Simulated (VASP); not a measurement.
A run of VASP 6.6.1:

INCAR

```
SYSTEM = Rh
ALGO = Fast ; EDIFF = 1E-6
ENCUT = 520 ; GGA = PS
ISIF = 2 ; ISMEAR = 0
LASPH = .TRUE. ; LCHARG = .FALSE.
LREAL = .FALSE. ; LWAVE = .FALSE.
NBANDS = 22 ; NELM = 100
PREC = Accurate ; SIGMA = 0.15
```

The input KPOINTS:

```
k-points
0
G
  12 12 8
  0 0 0
```

POSCAR

```
Rh
1.0
    2.6864494119      0.0000032517     -0.0000282304
   -1.3432218898      2.3265075820     -0.0000410296
   -0.0000454526     -0.0001025215      4.3383956395
Rh
2
Direct
    0.6666659022      0.3333348407      0.7499999399
    0.3333340978      0.6666651593      0.2500000601
```

Potentials or basis: VASP PAW PBE potentials, release 64 (Rh_pv).

Command:

```bash
$ cat potpaw_PBE.64/Rh_pv/POTCAR > POTCAR
$ mpirun -np 1 vasp_std > vasp.out
```

Hardware: 1 thread of Intel(R) Xeon(R) Platinum 8259CL CPU @ 2.50GHz (Skylake/Cascade Lake) (shared host).

Problem. Estimate the wall time of this run.

Solution. Run time: 110 s on 1 thread of Intel(R) Xeon(R) Platinum 8259CL CPU @ 2.50GHz (Skylake/Cascade Lake), with other jobs on the host, peak memory 0.25 GiB. Counts: scf iterations 13, k points 320.
